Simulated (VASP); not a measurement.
# C (P6_3mc) in VASP: single point with PBE

Aim: the single point of C with PBE.

Everything below comes from runs of VASP 6.6.1. Logs are shortened: lines on timing, memory, paths and dates and some standing lists are left out, and cuts for length are marked.

## 1. The cell of the first run

It takes space group P6_3mc (No. 186, hexagonal). Conventional cell: a = 2.451 Å, b = 2.451 Å, c = 6.126 Å, α = 90.00°, β = 90.00°, γ = 120.00°. C (site symmetry 3m) has 3 C at 1.43 Å within 1.9 Å. C (site symmetry 3m) has 3 C at 1.43 Å within 1.9 Å.

## 2. Single point, PBE (strained and its atoms moved)

INCAR reads:

```
PREC = Accurate
ENCUT = 520
EDIFF = 1E-6
ISMEAR = 0
SIGMA = 0.1
LREAL = F
LASPH = T
NELM = 60
ALGO = Normal
ISIF = 2
LWAVE = F
LCHARG = F
GGA = PE
NBANDS = 16
```

KPOINTS reads:

```
Automatic mesh
0
Gamma
  21 21 6
```

POSCAR reads:

```
C
1.0
    2.4507575197      0.0000000000      0.0000000000
   -1.2253787598      2.1224182705      0.0000000000
    0.0000000000      0.0000000000      6.1260059000
C
4
Direct
    0.0000000000      0.0000000000     -0.0147275405
    0.0000000000      0.0000000000      0.4852724595
    0.3333333333      0.6666666667      0.0197275405
    0.6666666667      0.3333333333      0.5197275405
```

Potentials or basis: VASP PAW PBE potentials, release 64 (C).

Launch:

```
> cat potpaw_PBE.64/C/POTCAR > POTCAR
> mpirun -np 1 vasp_std > vasp.out
```

OUTCAR:

```text
PREC = Accurate
   ENCUT = 520
   EDIFF = 1E-6
   ISMEAR = 0
   LREAL = F
   LASPH = T
   NELM = 60
   ISIF = 2
   GGA = PE

 ion  position               nearest neighbor table
   1  0.000  0.000  0.985-   3 1.43   3 1.43   3 1.43
   2  0.000  0.000  0.485-   4 1.43   4 1.43   4 1.43
   3  0.333  0.667  0.020-   1 1.43   1 1.43   1 1.43
   4  0.667  0.333  0.520-   2 1.43   2 1.43   2 1.43

  LATTYP: Found a hexagonal cell.
 ALAT       =     2.4507575197
 C/A-ratio  =     2.4996377042

  Lattice vectors:

 A1 = (   2.4507575197,   0.0000000000,   0.0000000000)
 A2 = (  -1.2253787598,   2.1224182705,   0.0000000000)
 A3 = (   0.0000000000,   0.0000000000,   6.1260059000)

Analysis of symmetry for initial positions (statically):
=====================================================================
 Subroutine PRICEL returns:
 Original cell was already a primitive cell.

 Routine SETGRP: Setting up the symmetry group for a
 hexagonal supercell.

 Subroutine GETGRP returns: Found 12 space group operations
 (whereof  6 operations were pure point group operations)
 out of a pool of 24 trial point group operations.

The static configuration has the point symmetry C_3v.
 The point group associated with its full space group is C_6v.

Analysis of symmetry for dynamics (positions and initial velocities):
=====================================================================
 Subroutine PRICEL returns:
 Original cell was already a primitive cell.

 Routine SETGRP: Setting up the symmetry group for a
 hexagonal supercell.

 Subroutine GETGRP returns: Found 12 space group operations
 (whereof  6 operations were pure point group operations)
 out of a pool of 24 trial point group operations.

The dynamic configuration has the point symmetry C_3v.
 The point group associated with its full space group is C_6v.

 Subroutine INISYM returns: Found 12 space group operations
 (whereof  6 operations are pure point group operations),
 and found     1 'primitive' translations

----------------------------------------------------------------------------------------

                                     Primitive cell

  volume of cell :      31.8646

  direct lattice vectors                    reciprocal lattice vectors
     2.450757520  0.000000000  0.000000000     0.408037104  0.235580332  0.000000000
    -1.225378760  2.122418270  0.000000000     0.000000000  0.471160663  0.000000000
     0.000000000  0.000000000  6.126005900     0.000000000  0.000000000  0.163238498

  length of vectors
     2.450757520  2.450757520  6.126005900     0.471160663  0.471160663  0.163238498

  position of ions in fractional coordinates (direct lattice)
     0.000000000  0.000000000  0.985272460
     0.000000000  0.000000000  0.485272460
     0.333333333  0.666666667  0.019727540
     0.666666667  0.333333333  0.519727540

  ion indices of the primitive-cell ions
   primitive index   ion index
                 1           1
                 2           2
                 3           3
                 4           4

----------------------------------------------------------------------------------------

 KPOINTS: Automatic mesh

Automatic generation of k-mesh.
 Grid dimensions read from file:
 generate k-points for:   21   21    6

 Generating k-lattice:

  Cartesian coordinates                     Fractional coordinates (reciprocal lattice)
     0.019430338  0.011218111  0.000000000     0.047619048 -0.000000000  0.000000000
     0.000000000  0.022436222  0.000000000     0.000000000  0.047619048  0.000000000
     0.000000000  0.000000000  0.027206416     0.000000000  0.000000000  0.166666667

  Length of vectors
     0.022436222  0.022436222  0.027206416

  Shift w.r.t. Gamma in fractional coordinates (k-lattice)
     0.000000000  0.000000000  0.000000000

 Subroutine IBZKPT returns following result:
 ===========================================

 Found    192 irreducible k-points:

 Following reciprocal coordinates:
            Coordinates               Weight
  0.000000  0.000000  0.000000      1.000000
  0.047619  0.000000  0.000000      6.000000
  0.095238 -0.000000  0.000000      6.000000
  0.142857  0.000000  0.000000      6.000000
  0.190476 -0.000000  0.000000      6.000000
  0.238095 -0.000000  0.000000      6.000000
[... 16 lines left out ...]
  0.142857  0.095238  0.000000     12.000000
  0.190476  0.095238  0.000000     12.000000
 [... further k-points ...]
   k-points           NKPTS =    192   k-points in BZ     NKDIM =    192   number of bands    NBANDS=     16
   number of dos      NEDOS =    301   number of ions     NIONS =      4
   total plane-waves  NPLWV =  15552
   dimension x,y,z NGX =    18 NGY =   18 NGZ =   48
   dimension x,y,z NGXF=    36 NGYF=   36 NGZF=   96
   ions per type =               4
   NGX,Y,Z   is equivalent  to a cutoff of  12.21, 12.21, 13.03 a.u.
   NGXF,Y,Z  is equivalent  to a cutoff of  24.42, 24.42, 26.05 a.u.
 SYSTEM =  unknown system
   PREC   = accura    normal or accurate (medium, high low for compatibility)
   ISTART =      0    job   : 0-new  1-cont  2-samecut
   ICHARG =      2    charge: 1-file 2-atom 10-const
   ISPIN  =      1    spin polarized calculation?
   LNONCOLLINEAR =      F non collinear calculations
   LSORBIT =      F    spin-orbit coupling
   LASPH  =      T    aspherical Exc in radial PAW
   ENCUT  =  520.0 eV  38.22 Ry    6.18 a.u.   4.56  4.56 11.39*2*pi/ulx,y,z
   NELM   =     60;   NELMIN=  2; NELMDL= -5     # of ELM steps
   EDIFF  = 0.1E-05   stopping-criterion for ELM
   LREAL  =      F    real-space projection
   EDIFFG = 0.1E-04   stopping-criterion for IOM
   NSW    =      0    number of steps for IOM
   IBRION =     -1    ionic relax: 0-MD 1-quasi-New 2-CG
   NFREE  =      0    steps in history (QN), initial steepest desc. (CG)
   ISIF   =      2    stress and relaxation
   ISYM   =      2    0-nonsym 1-usesym 2-fastsym
   POTIM  = 0.5000    time-step for ionic-motion
   TEBEG  =    0.0;   TEEND  =   0.0 temperature during run
   PSTRESS=    0.0 pullay stress
   NELECT =      16.0000    total number of electrons
   NUPDOWN=      -1.0000    fix difference up-down
   EMIN   =  10.00;   EMAX   =-10.00  energy-range for DOS
   EFERMI =   0.00;   METHOD = LEGACY
   ISMEAR =     0;   SIGMA  =   0.10  broadening in eV -4-tet -1-fermi 0-gaus
   EFERMI_NEDOS =   21; number of points for ismear=-14 and -15
   IALGO  =     38    algorithm
   IMIX   =      4    mixing-type and parameters
     AMIX     =   0.40;   BMIX     =  1.00
     AMIX_MAG =   1.60;   BMIX_MAG =  1.00
  volume/ion in A,a.u.               =       7.97        53.76
  Fermi-wavevector in a.u.,A,eV,Ry     =   1.301204  2.458918 23.036442  1.693131
  Thomas-Fermi vector in A             =   2.432353
   LORBIT       =      0    0 simple, 1 ext, 2 COOP (PROOUT), +10 PAW based schemes
   GGA     = PE    functional components
   LHFCALC =     F    Hartree Fock is set to
   AEXX    =    0.0000 exact exchange contribution
   IVDW    =     0    specifies the selected vdW correction
   LEPSILON=     F    determine dielectric tensor
   LRPA    =     F    only Hartree local field effects (RPA)
 non-spin polarized calculation
 Gauss-broadening in eV      SIGMA  =   0.10
  energy-cutoff  :      520.00
  volume of cell :       31.86
 maximum number of plane-waves:       874
   NGX =  9   NGY =  9   NGZ = 23

 number of electron      15.9999996 magnetization

 Free energy of the ion-electron system (eV)
  ---------------------------------------------------
  ext. energy  EPLUGINS =         0.00000000
  ---------------------------------------------------
  free energy    TOTEN  =       -35.97213089 eV

  energy without entropy =      -35.97158900  energy(sigma->0) =      -35.97185995

 E-fermi :   5.4847     XC(G=0): -11.0522

 val. band max:        5.4601176783   @ k =   0.3333   0.3333   0.1667
 cond. band min:       5.4856468379   @ k =   0.3333   0.3333   0.5000
 fundamental gap:      0.0255291595
 Fermi energy:         5.4846691113

 k-point     1 :       0.0000    0.0000    0.0000
  band No.  band energies     occupation
      1     -14.1927      2.00000
      2     -13.5918      2.00000
      3      -3.4384      2.00000
      4      -0.2006      2.00000
      5       3.0029      2.00000
      6       3.0029      2.00000
[... 8 lines left out ...]
     15      17.9309      0.00000
     16      18.2303      0.00000

 k-point     2 :       0.0476    0.0000    0.0000
  band No.  band energies     occupation
      1     -14.1372      2.00000
      2     -13.5380      2.00000
      3      -3.3724      2.00000
      4      -0.1429      2.00000
      5       2.7691      2.00000
      6       2.8308      2.00000
[... 8 lines left out ...]
     15      18.0195      0.00000
     16      18.3290      0.00000

 k-point     3 :       0.0952   -0.0000    0.0000
  band No.  band energies     occupation
      1     -13.9708      2.00000
      2     -13.3769      2.00000
      3      -3.1752      2.00000
      4       0.0269      2.00000
      5       2.1193      2.00000
      6       2.2071      2.00000
[... 8 lines left out ...]
     15      18.0240      0.00000
     16      18.3041      0.00000

 k-point     4 :       0.1429    0.0000    0.0000
  band No.  band energies     occupation
      1     -13.6943      2.00000
      2     -13.1090      2.00000
      3      -2.8488      2.00000
      4       0.2812      2.00000
      5       1.1813      2.00000
      6       1.2916      2.00000
[... 8 lines left out ...]
     15      17.3214      0.00000
     16      18.7164      0.00000

 k-point     5 :       0.1905   -0.0000    0.0000
  band No.  band energies     occupation
      1     -13.3084      2.00000
      2     -12.7352      2.00000
      3      -2.3992      2.00000
      4      -0.0907      2.00000
      5       0.1456      2.00000
      6       0.8257      2.00000
[... 8 lines left out ...]
     15      17.2350      0.00000
     16      19.1882      0.00000

 k-point     6 :       0.2381   -0.0000    0.0000
  band No.  band energies     occupation
      1     -12.8148      2.00000
      2     -12.2570      2.00000
      3      -1.8718      2.00000
      4      -1.3117      2.00000
      5      -1.0286      2.00000
      6       1.0367      2.00000
[... 8 lines left out ...]
     15      18.6103      0.00000
     16      19.6128      0.00000

 k-point     7 :       0.2857   -0.0000    0.0000
  band No.  band energies     occupation
      1     -12.2158      2.00000
      2     -11.6767      2.00000
      3      -2.6354      2.00000
      4      -2.4020      2.00000
      5      -1.0492      2.00000
      6       0.5641      2.00000
[... 8 lines left out ...]
     15      19.9523      0.00000
     16      20.0453      0.00000

 k-point     8 :       0.3333    0.0000    0.0000
  band No.  band energies     occupation
      1     -11.5147      2.00000
      2     -10.9979      2.00000
      3      -3.9377      2.00000
      4      -3.6509      2.00000
      5      -0.2666      2.00000
      6       0.1631      2.00000
[... 8 lines left out ...]
     15      21.0028      0.00000
     16      21.3499      0.00000

 k-point     9 :       0.3810   -0.0000    0.0000
  band No.  band energies     occupation
      1     -10.7175      2.00000
      2     -10.2272      2.00000
      3      -5.2064      2.00000
      4      -4.8817      2.00000
      5      -0.1494      2.00000
      6      -0.0140      2.00000
[... 8 lines left out ...]
     15      20.9035      0.00000
     16      21.8705      0.00000
[... 172 lines left out ...]
 k-point    19 :       0.3810    0.0476    0.0000
  band No.  band energies     occupation
      1     -10.2478      2.00000
      2      -9.7746      2.00000
      3      -5.7864      2.00000
      4      -5.4487      2.00000
      5      -0.4605      2.00000
      6      -0.3151      2.00000
[... 8 lines left out ...]
     15      20.5628      0.00000
     16      21.2521      0.00000

 k-point    20 :       0.4286    0.0476    0.0000
  band No.  band energies     occupation
      1      -9.3442      2.00000
      2      -8.9206      2.00000
      3      -6.9099      2.00000
      4      -6.5628      2.00000
      5      -0.6229      2.00000
      6      -0.4752      2.00000
[... 8 lines left out ...]
     15      20.6021      0.00000
     16      21.0278      0.00000

 k-point    21 :       0.4762    0.0476    0.0000
  band No.  band energies     occupation
      1      -8.6522      2.00000
      2      -8.4257      2.00000
      3      -7.4951      2.00000
      4      -7.3264      2.00000
      5      -0.6775      2.00000
      6      -0.5291      2.00000
[... 8 lines left out ...]
     15      20.6533      0.00000
     16      20.9117      0.00000

 k-point    22 :       0.0952    0.0952    0.0000
  band No.  band energies     occupation
      1     -13.5287      2.00000
      2     -12.9487      2.00000
      3      -2.6544      2.00000
      4       0.3749      2.00000
      5       0.9011      2.00000
      6       0.9417      2.00000
[... 8 lines left out ...]
     15      17.0091      0.00000
     16      18.9160      0.00000

 k-point    23 :       0.1429    0.0952    0.0000
  band No.  band energies     occupation
      1     -13.1436      2.00000
      2     -12.5756      2.00000
      3      -2.2090      2.00000
      4      -0.2420      2.00000
      5      -0.0419      2.00000
      6       0.9683      2.00000
[... 8 lines left out ...]
     15      16.8131      0.00000
     16      19.2566      0.00000

 k-point    24 :       0.1905    0.0952    0.0000
  band No.  band energies     occupation
      1     -12.6511      2.00000
      2     -12.0985      2.00000
      3      -1.7160      2.00000
      4      -1.3526      2.00000
      5      -1.0634      2.00000
      6       0.4204      2.00000
[... 8 lines left out ...]
     15      17.8873      0.00000
     16      19.4921      0.00000

 [... further k-points ...]
[... 5 lines left out ...]
  --------------------------------------------------------------------------------------
  -------------------------------------------------------------------------------------
  Total        1.6243494      1.6243494      0.3706277      0.0000000      0.0000000      0.0000000
  in kB       81.6735279     81.6735279     18.6354432      0.0000000      0.0000000      0.0000000
  external PRESSURE =      60.6608330 kB  Pullay stress =       0.0000000 kB

 VOLUME and BASIS-vectors are now :
 -----------------------------------------------------------------------------
  energy-cutoff  :      520.00
  volume of cell :       31.86
      direct lattice vectors                 reciprocal lattice vectors
     2.450757520  0.000000000  0.000000000     0.408037104  0.235580332  0.000000000
    -1.225378760  2.122418270  0.000000000     0.000000000  0.471160663  0.000000000
     0.000000000  0.000000000  6.126005900     0.000000000  0.000000000  0.163238498

 POSITION                                       TOTAL-FORCE (eV/Angst)
 -----------------------------------------------------------------------------------
      0.00000      0.00000      6.03578         0.000000     -0.000000      3.532301
      0.00000      0.00000      2.97278        -0.000000      0.000000      3.532301
     -0.00000      1.41495      0.12085        -0.000000     -0.000000     -3.532301
      1.22538      0.70747      3.18385         0.000000      0.000000     -3.532301
 -----------------------------------------------------------------------------------
    total drift:                               -0.000000     -0.000000      0.000330

  FREE ENERGIE OF THE ION-ELECTRON SYSTEM (eV)
  ---------------------------------------------------
  free  energy   TOTEN  =       -35.9721308912 eV

  energy  without entropy=      -35.9715890044  energy(sigma->0) =      -35.97185995
```

It took 36 s on 1 thread of Intel Xeon 6975P-C (Granite Rapids), shared host; peak memory 0.18 GiB.

What came out:

```yaml
Free_energy: -35.9721 eV
Pressure: 6.1 GPa
Largest_force: 3.532 eV/Å
Band_gap_on_the_k_mesh: zero (band 8 reaches 5.51 eV, above the bottom of band 9 at 5.44 eV)
```

Forces on the atoms (eV/Å):
```
C    0.000  0.000  3.532
C    0.000  0.000  3.532
C    0.000  0.000 -3.532
C    0.000  0.000 -3.532
```

Stress tensor (GPa, compression positive):
```
8.17 0.00 0.00
0.00 8.17 0.00
0.00 0.00 1.86
```

Caveat: the cell differs from its parent crystal (strained and its atoms moved); forces of over 1 eV/Å act on the atoms, so gaps and moduli don't describe the material at rest.
